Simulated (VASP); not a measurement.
# Nb5O (F-43m) in VASP: a series of runs

Runs on Nb5O. Level: PBE. Tasks: single point, relaxation of cell and atoms.

Everything below comes from runs of VASP 6.6.1. Logs are shortened: lines on timing, memory, paths and dates and some standing lists are left out, and cuts for length are marked.

## 1. The cell of the first run

The structure is cubic, space group F-43m (No. 216). Conventional cell: a = 6.966 Å, b = 6.966 Å, c = 6.966 Å, α = 90.00°, β = 90.00°, γ = 90.00°. Within 3.8 Å of Nb (site symmetry -43m) lie 12 Nb at 2.89 Å and 4 O at 3.02 Å. Nb (site symmetry 3m) has 9 Nb at 2.44 to 2.89 Å and 3 O at 2.89 Å within 3.2 Å. O (site symmetry -43m) has 16 Nb at 2.89 to 3.02 Å within 3.8 Å.

The cell was generated, and may not be a known phase.

## 2. Single point, PBE

INCAR

```
PREC     = Accurate       # precision mode
ENCUT    = 520            # plane-wave cutoff, eV
EDIFF    = 1E-7           # SCF threshold, eV
ISMEAR   = 0              # smearing method
SIGMA    = 0.1            # smearing width, eV
LREAL    = F              # projectors in reciprocal space
LASPH    = T              # aspherical terms in the spheres
NELM     = 100            # most SCF steps
ALGO     = Normal         # electronic algorithm
ISIF     = 2              # what is computed and relaxed
LWAVE    = F              # write WAVECAR
LCHARG   = F              # write CHGCAR
GGA      = PE             # functional
NBANDS   = 44             # bands
```

KPOINTS

```
Automatic mesh
0
Gamma
  4 4 4
```

POSCAR

```
Nb5O
1.0
    0.0000000000      3.4830633400      3.4830633400
    3.4830633400      0.0000000000      3.4830633400
    3.4830633400      3.4830633400      0.0000000000
Nb O
5 1
Direct
    0.7500000000      0.7500000000      0.7500000000
    0.3759736600      0.3759736600      0.8720790100
    0.3759736600      0.8720790100      0.3759736600
    0.3759736600      0.3759736600      0.3759736600
    0.8720790100      0.3759736600      0.3759736600
    0.0000000000      0.0000000000      0.0000000000
```

Potentials or basis: VASP PAW PBE potentials, release 64 (Nb_sv, O).

On the command line:

```bash
$ cat potpaw_PBE.64/Nb_sv/POTCAR potpaw_PBE.64/O/POTCAR > POTCAR
$ mpirun -np 1 vasp_std > vasp.out
```

OUTCAR:

```text
PREC = Accurate
   ENCUT = 520
   EDIFF = 1E-7
   ISMEAR = 0
   LREAL = F
   LASPH = T
   NELM = 100
   ISIF = 2
   GGA = PE

 ion  position               nearest neighbor table
   1  0.750  0.750  0.750-   2 2.89   3 2.89   2 2.89   5 2.89   3 2.89   5 2.89   4 2.89   4 2.89
                             4 2.89   2 2.89   3 2.89   5 2.89
   2  0.376  0.376  0.872-   3 2.44   4 2.44   5 2.44   4 2.48   3 2.48   5 2.48   1 2.89   1 2.89
                             1 2.89
   3  0.376  0.872  0.376-   2 2.44   4 2.44   5 2.44   2 2.48   4 2.48   5 2.48   1 2.89   1 2.89
                             1 2.89
   4  0.376  0.376  0.376-   2 2.44   3 2.44   5 2.44   2 2.48   3 2.48   5 2.48   1 2.89   1 2.89
                             1 2.89
   5  0.872  0.376  0.376-   2 2.44   3 2.44   4 2.44   4 2.48   2 2.48   3 2.48   1 2.89   1 2.89
                             1 2.89
   6  0.000  0.000  0.000-

  LATTYP: Found a face centered cubic cell.
 ALAT       =     6.9661266800

  Lattice vectors:

 A1 = (   0.0000000000,   3.4830633400,   3.4830633400)
 A2 = (   3.4830633400,   0.0000000000,   3.4830633400)
 A3 = (   3.4830633400,   3.4830633400,   0.0000000000)

Analysis of symmetry for initial positions (statically):
=====================================================================
 Subroutine PRICEL returns:
 Original cell was already a primitive cell.

 Routine SETGRP: Setting up the symmetry group for a
 face centered cubic supercell.

 Subroutine GETGRP returns: Found 24 space group operations
 (whereof 24 operations were pure point group operations)
 out of a pool of 48 trial point group operations.

The static configuration has the point symmetry T_d .

Analysis of symmetry for dynamics (positions and initial velocities):
=====================================================================
 Subroutine PRICEL returns:
 Original cell was already a primitive cell.

 Routine SETGRP: Setting up the symmetry group for a
 face centered cubic supercell.

 Subroutine GETGRP returns: Found 24 space group operations
 (whereof 24 operations were pure point group operations)
 out of a pool of 48 trial point group operations.

The dynamic configuration has the point symmetry T_d .

 Subroutine INISYM returns: Found 24 space group operations
 (whereof 24 operations are pure point group operations),
 and found     1 'primitive' translations

----------------------------------------------------------------------------------------

                                     Primitive cell

  volume of cell :      84.5112

  direct lattice vectors                    reciprocal lattice vectors
     0.000000000  3.483063340  3.483063340    -0.143551797  0.143551797  0.143551797
     3.483063340  0.000000000  3.483063340     0.143551797 -0.143551797  0.143551797
     3.483063340  3.483063340  0.000000000     0.143551797  0.143551797 -0.143551797

  length of vectors
     4.925795414  4.925795414  4.925795414     0.248639005  0.248639005  0.248639005

  position of ions in fractional coordinates (direct lattice)
     0.750000000  0.750000000  0.750000000
     0.375973660  0.375973660  0.872079010
     0.375973660  0.872079010  0.375973660
     0.375973660  0.375973660  0.375973660
     0.872079010  0.375973660  0.375973660
     0.000000000  0.000000000  0.000000000

  ion indices of the primitive-cell ions
   primitive index   ion index
                 1           1
                 2           2
                 3           3
                 4           4
                 5           5
                 6           6

----------------------------------------------------------------------------------------

 KPOINTS: Automatic mesh

Automatic generation of k-mesh.
 Grid dimensions read from file:
 generate k-points for:    4    4    4

 Generating k-lattice:

  Cartesian coordinates                     Fractional coordinates (reciprocal lattice)
    -0.035887949  0.035887949  0.035887949     0.250000000  0.000000000  0.000000000
     0.035887949 -0.035887949  0.035887949     0.000000000  0.250000000  0.000000000
     0.035887949  0.035887949 -0.035887949     0.000000000  0.000000000  0.250000000

  Length of vectors
     0.062159751  0.062159751  0.062159751

  Shift w.r.t. Gamma in fractional coordinates (k-lattice)
     0.000000000  0.000000000  0.000000000

 Subroutine IBZKPT returns following result:
 ===========================================

 Found      8 irreducible k-points:

 Following reciprocal coordinates:
            Coordinates               Weight
  0.000000  0.000000  0.000000      1.000000
  0.250000  0.000000  0.000000      8.000000
  0.500000  0.000000  0.000000      4.000000
  0.250000  0.250000  0.000000      6.000000
  0.500000  0.250000  0.000000     24.000000
 -0.250000  0.250000  0.000000     12.000000
  0.500000  0.500000  0.000000      3.000000
 -0.250000  0.500000  0.250000      6.000000
   k-points           NKPTS =      8   k-points in BZ     NKDIM =      8   number of bands    NBANDS=     44
   number of dos      NEDOS =    301   number of ions     NIONS =      6
   total plane-waves  NPLWV =  64000
   dimension x,y,z NGX =    40 NGY =   40 NGZ =   40
   dimension x,y,z NGXF=    80 NGYF=   80 NGZF=   80
   ions per type =               5   1
   NGX,Y,Z   is equivalent  to a cutoff of  13.50, 13.50, 13.50 a.u.
   NGXF,Y,Z  is equivalent  to a cutoff of  27.00, 27.00, 27.00 a.u.
 SYSTEM =  unknown system
   PREC   = accura    normal or accurate (medium, high low for compatibility)
   ISTART =      0    job   : 0-new  1-cont  2-samecut
   ICHARG =      2    charge: 1-file 2-atom 10-const
   ISPIN  =      1    spin polarized calculation?
   LNONCOLLINEAR =      F non collinear calculations
   LSORBIT =      F    spin-orbit coupling
   LASPH  =      T    aspherical Exc in radial PAW
   ENCUT  =  520.0 eV  38.22 Ry    6.18 a.u.   9.16  9.16  9.16*2*pi/ulx,y,z
   NELM   =    100;   NELMIN=  2; NELMDL= -5     # of ELM steps
   EDIFF  = 0.1E-06   stopping-criterion for ELM
   LREAL  =      F    real-space projection
   EDIFFG = 0.1E-05   stopping-criterion for IOM
   NSW    =      0    number of steps for IOM
   IBRION =     -1    ionic relax: 0-MD 1-quasi-New 2-CG
   NFREE  =      0    steps in history (QN), initial steepest desc. (CG)
   ISIF   =      2    stress and relaxation
   ISYM   =      2    0-nonsym 1-usesym 2-fastsym
   POTIM  = 0.5000    time-step for ionic-motion
   TEBEG  =    0.0;   TEEND  =   0.0 temperature during run
   PSTRESS=    0.0 pullay stress
   NELECT =      71.0000    total number of electrons
   NUPDOWN=      -1.0000    fix difference up-down
   EMIN   =  10.00;   EMAX   =-10.00  energy-range for DOS
   EFERMI =   0.00;   METHOD = LEGACY
   ISMEAR =     0;   SIGMA  =   0.10  broadening in eV -4-tet -1-fermi 0-gaus
   EFERMI_NEDOS =   21; number of points for ismear=-14 and -15
   IALGO  =     38    algorithm
   IMIX   =      4    mixing-type and parameters
     AMIX     =   0.40;   BMIX     =  1.00
     AMIX_MAG =   1.60;   BMIX_MAG =  1.00
  volume/ion in A,a.u.               =      14.09        95.05
  Fermi-wavevector in a.u.,A,eV,Ry     =   1.544743  2.919141 32.466644  2.386231
  Thomas-Fermi vector in A             =   2.650221
   LORBIT       =      0    0 simple, 1 ext, 2 COOP (PROOUT), +10 PAW based schemes
   GGA     = PE    functional components
   LHFCALC =     F    Hartree Fock is set to
   AEXX    =    0.0000 exact exchange contribution
   IVDW    =     0    specifies the selected vdW correction
   LEPSILON=     F    determine dielectric tensor
   LRPA    =     F    only Hartree local field effects (RPA)
 non-spin polarized calculation
 Gauss-broadening in eV      SIGMA  =   0.10
  energy-cutoff  :      520.00
  volume of cell :       84.51
 maximum number of plane-waves:      2284
 NGX is ok and might be reduce to    40
   NGX = 19   NGY = 19   NGZ = 19

 number of electron      71.0000005 magnetization

 Free energy of the ion-electron system (eV)
  ---------------------------------------------------
  ext. energy  EPLUGINS =         0.00000000
  ---------------------------------------------------
  free energy    TOTEN  =       -48.02379572 eV

  energy without entropy =      -48.00565212  energy(sigma->0) =      -48.01472392

 E-fermi :  13.0436     XC(G=0): -13.0625

 val. band max:       13.0044528471   @ k =   0.2500   0.2500   0.0000
 cond. band min:      13.0590742752   @ k =   0.5000   0.0000   0.0000
 fundamental gap:      0.0546214281
 Fermi energy:        13.0436012991

 k-point     1 :       0.0000    0.0000    0.0000
  band No.  band energies     occupation
      1     -42.1057      2.00000
      2     -41.3237      2.00000
      3     -41.0374      2.00000
      4     -41.0374      2.00000
      5     -41.0374      2.00000
      6     -21.0072      2.00000
[... 36 lines left out ...]
     43      17.4755      0.00000
     44      17.5167      0.00000

 k-point     2 :       0.2500    0.0000    0.0000
  band No.  band energies     occupation
      1     -41.9999      2.00000
      2     -41.3365      2.00000
      3     -41.1525      2.00000
      4     -41.0386      2.00000
      5     -41.0386      2.00000
      6     -20.6423      2.00000
[... 36 lines left out ...]
     43      16.6109      0.00000
     44      17.0337      0.00000

 k-point     3 :       0.5000    0.0000    0.0000
  band No.  band energies     occupation
      1     -41.8436      2.00000
      2     -41.4089      2.00000
      3     -41.2584      2.00000
      4     -41.0399      2.00000
      5     -41.0399      2.00000
      6     -20.2255      2.00000
[... 224 lines left out ...]
     43      15.2706      0.00000
     44      16.0377      0.00000

 k-point     8 :      -0.2500    0.5000    0.2500
  band No.  band energies     occupation
      1     -41.6263      2.00000
      2     -41.5424      2.00000
      3     -41.3622      2.00000
      4     -41.0427      2.00000
      5     -41.0336      2.00000
      6     -19.3700      2.00000
[... 36 lines left out ...]
     43      15.3341      0.00000
     44      15.7052      0.00000

------------------------ aborting loop because EDIFF is reached ----------------------------------------

  FORCE on cell =-STRESS in cart. coord.  units (eV):
  Direction    XX          YY          ZZ          XY          YZ          ZX
  --------------------------------------------------------------------------------------
  -------------------------------------------------------------------------------------
  Total       26.3486543     26.3486543     26.3486543     -0.0000000      0.0000000     -0.0000000
  in kB      499.5223330    499.5223330    499.5223330     -0.0000000      0.0000000     -0.0000000
  external PRESSURE =     499.5223330 kB  Pullay stress =       0.0000000 kB

 VOLUME and BASIS-vectors are now :
 -----------------------------------------------------------------------------
  energy-cutoff  :      520.00
  volume of cell :       84.51
      direct lattice vectors                 reciprocal lattice vectors
     0.000000000  3.483063340  3.483063340    -0.143551797  0.143551797  0.143551797
     3.483063340  0.000000000  3.483063340     0.143551797 -0.143551797  0.143551797
     3.483063340  3.483063340  0.000000000     0.143551797  0.143551797 -0.143551797

 POSITION                                       TOTAL-FORCE (eV/Angst)
 -----------------------------------------------------------------------------------
      5.22460      5.22460      5.22460        -0.000000     -0.000000     -0.000000
      4.34705      4.34705      2.61908         0.619990      0.619990     -0.619990
      4.34705      2.61908      4.34705         0.619990     -0.619990      0.619990
      2.61908      2.61908      2.61908        -0.619990     -0.619990     -0.619990
      2.61908      4.34705      4.34705        -0.619990      0.619990      0.619990
      0.00000      0.00000      0.00000        -0.000000     -0.000000     -0.000000
 -----------------------------------------------------------------------------------
    total drift:                                0.000127      0.000127      0.000127

  FREE ENERGIE OF THE ION-ELECTRON SYSTEM (eV)
  ---------------------------------------------------
  free  energy   TOTEN  =       -48.0237957169 eV

  energy  without entropy=      -48.0056521227  energy(sigma->0) =      -48.01472392
```

It took 74 s on 1 thread of Intel Xeon 8259CL, shared host; peak memory 0.24 GiB.

What came out:

- Free energy: -48.0238 eV
- Pressure: 50.0 GPa
- Largest force: 1.074 eV/Å
- Band gap on the k mesh: zero (an odd number of electrons rules out a gap without spin polarisation)

Forces on the atoms (eV/Å):
```
Nb   0.000  0.000  0.000
Nb   0.620  0.620 -0.620
Nb   0.620 -0.620  0.620
Nb  -0.620 -0.620 -0.620
Nb  -0.620  0.620  0.620
O    0.000  0.000  0.000
```

Caveat: the k points lie up to 0.39 Å⁻¹ apart, too coarse for converged energies and pressures of a metal; forces of over 1 eV/Å act on the atoms, so gaps and moduli don't describe the material at rest.

## 3. Single point, PBE

This run uses another cell than the first one, of 18.38 Å³/atom.

INCAR

```
SYSTEM = Nb5O
  ALGO = Normal
  EDIFF = 1E-6
  ENCUT = 520
  GGA = PE
  ISIF = 2
  ISMEAR = 0
  LASPH = .TRUE.
  LCHARG = .FALSE.
  LREAL = .FALSE.
  LWAVE = .FALSE.
  NBANDS = 44
  NELM = 80
  PREC = Accurate
  SIGMA = 0.1
```

KPOINTS

```
k-points
0
G
  4 4 4
  0 0 0
```

POSCAR

```
Nb5O
1.0
    0.0000000000      3.8058768618      3.8058768618
    3.8058768618      0.0000000000      3.8058768618
    3.8058768618      3.8058768618      0.0000000000
Nb O
5 1
Direct
    0.7500000000      0.7500000000      0.7500000000
    0.3773117693      0.3773117693      0.8680646920
    0.3773117693      0.8680646920      0.3773117693
    0.3773117693      0.3773117693      0.3773117693
    0.8680646920      0.3773117693      0.3773117693
    0.0000000000      0.0000000000      0.0000000000
```

Potentials or basis: VASP PAW PBE potentials, release 64 (Nb_sv, O).

On the command line:

```bash
$ cat potpaw_PBE.64/Nb_sv/POTCAR potpaw_PBE.64/O/POTCAR > POTCAR
$ mpirun -np 1 vasp_std > vasp.out
```

Run time: 76 s. Hardware: 1 thread of Intel Xeon 8259CL, shared host; peak memory 0.24 GiB.

It converged, with:

```yaml
Free_energy: -51.2732 eV
Pressure: -0.1 GPa
Largest_force: 0.003 eV/Å
Band_gap_on_the_k_mesh: zero (an odd number of electrons rules out a gap without spin polarisation)
```

Forces in eV/Å, atoms in the order of the input:
```
Nb   0.000  0.000  0.000
Nb  -0.002 -0.002  0.002
Nb  -0.002  0.002 -0.002
Nb   0.002  0.002  0.002
Nb   0.002 -0.002 -0.002
O    0.000  0.000  0.000
```

Levels at points of the mesh, in eV from the Fermi level:
```tsv
k point	band 31	band 32	band 33	band 34	band 35	band 36	band 37	band 38	band 39	band 40
(0.00, 0.00, 0.00)	-1.91	-0.78	-0.78	-0.78	0.13	0.13	0.81	0.81	0.81	3.00
(0.50, 0.00, 0.00)	-1.59	-0.99	-0.77	-0.77	-0.37	0.07	0.07	0.08	1.09	1.09
(0.50, 0.50, 0.00)	-1.25	-1.09	-0.56	-0.34	-0.10	-0.10	0.04	0.39	0.39	0.58
```

## 4. Relaxation of cell and atoms, PBE

INCAR

```
ALGO = Normal
EDIFF = 1E-6
EDIFFG = -0.04
ENCUT = 600
GGA = PE
IBRION = 2
ISIF = 3
ISMEAR = 0
LASPH = True
LCHARG = False
LREAL = False
LWAVE = False
NELM = 80
NSW = 90
PREC = Accurate
SIGMA = 0.1
```

KPOINTS

```
k-points
0
Gamma
  4 4 4
```

POSCAR

```
Nb5O
1.0
    0.0000000000      3.4830633400      3.4830633400
    3.4830633400      0.0000000000      3.4830633400
    3.4830633400      3.4830633400      0.0000000000
Nb O
5 1
Direct
    0.7500000000      0.7500000000      0.7500000000
    0.3759736600      0.3759736600      0.8720790100
    0.3759736600      0.8720790100      0.3759736600
    0.3759736600      0.3759736600      0.3759736600
    0.8720790100      0.3759736600      0.3759736600
    0.0000000000      0.0000000000      0.0000000000
```

On the command line:

```bash
$ cat potpaw_PBE.64/Nb_sv/POTCAR potpaw_PBE.64/O/POTCAR > POTCAR
$ mpirun -np 1 vasp_std > vasp.out
```

Run time: 8.3 min. Hardware: 1 thread of Intel Xeon 8259CL, shared host; peak memory 0.26 GiB.

Results (log left out):

```yaml
Free_energy: -51.2523 eV
Relaxed_volume: 18.34 Å³/atom
Relaxed_cell: a = 5.379 Å, b = 5.379 Å, c = 5.379 Å, α = 60.00°, β = 60.00°, γ = 60.00°
Space_group_after_relaxing_to_0.1_Å: F-43m (No. 216)
Energy_gained_by_relaxing: 537.6 meV/atom
Ionic_steps: 10
Pressure_after_relaxing: 0.0 GPa
Largest_force_after_relaxing: 0.016 eV/Å
Band_gap_on_the_k_mesh: zero (an odd number of electrons rules out a gap without spin polarisation)
```

Forces on the atoms (eV/Å):
```
Nb   0.000  0.000  0.000
Nb  -0.009 -0.009  0.009
Nb  -0.009  0.009 -0.009
Nb   0.009  0.009  0.009
Nb   0.009 -0.009 -0.009
O    0.000  0.000  0.000
```

Step by step:
| step | energy change (eV) | largest force (eV/Å) | pressure (GPa) | volume (Å³) |
| --- | --- | --- | --- | --- |
| 1 | 0.0000 | 1.0731 | 49.98 | 84.51 |
| 2 | 0.7701 | 0.9509 | -22.90 | 150.45 |
| 3 | -3.0970 | 1.2065 | -1.07 | 110.37 |
| 4 | -3.1045 | 1.1763 | 0.24 | 109.22 |
| 5 | -3.1047 | 1.1594 | 0.87 | 108.69 |
| 6 | -3.2246 | 0.0683 | -0.45 | 110.54 |
| 7 | -3.2251 | 0.0220 | -0.41 | 110.43 |
| 8 | -3.2251 | 0.0502 | -0.41 | 110.40 |
| 9 | -3.2250 | 0.0199 | 0.45 | 109.71 |
| 10 | -3.2255 | 0.0165 | 0.03 | 110.06 |

Final structure:
```yaml
crystal:
  lattice:
    - [0.00000, 3.80368, 3.80368]
    - [3.80368, 0.00000, 3.80368]
    - [3.80368, 3.80368, 0.00000]
  atoms:
    - { symbol: Nb, position: [0.75000, 0.75000, 0.75000] }
    - { symbol: Nb, position: [0.37726, 0.37726, 0.86821] }
    - { symbol: Nb, position: [0.37726, 0.86821, 0.37726] }
    - { symbol: Nb, position: [0.37726, 0.37726, 0.37726] }
    - { symbol: Nb, position: [0.86821, 0.37726, 0.37726] }
    - { symbol: O, position: [0.00000, 0.00000, 0.00000] }
```

Levels at points of the mesh, in eV from the Fermi level:
```csv
k point,band 33,band 34,band 35,band 36,band 37,band 38
"(0.00, 0.00, 0.00)",-0.78,-0.78,0.13,0.13,0.82,0.82
"(0.50, 0.00, 0.00)",-0.77,-0.77,-0.37,0.07,0.07,0.08
"(0.50, 0.50, 0.00)",-0.56,-0.33,-0.10,-0.10,0.05,0.39
```

Caveat: the k points lie up to 0.36 Å⁻¹ apart in the final cell, too coarse for converged energies and pressures of a metal; the volume moved by over 15 % at a fixed basis, so the end points are rough.

[end of part 1 of 2]

The gap in the log of VASP goes by the Fermi energy; the results here count the filled bands.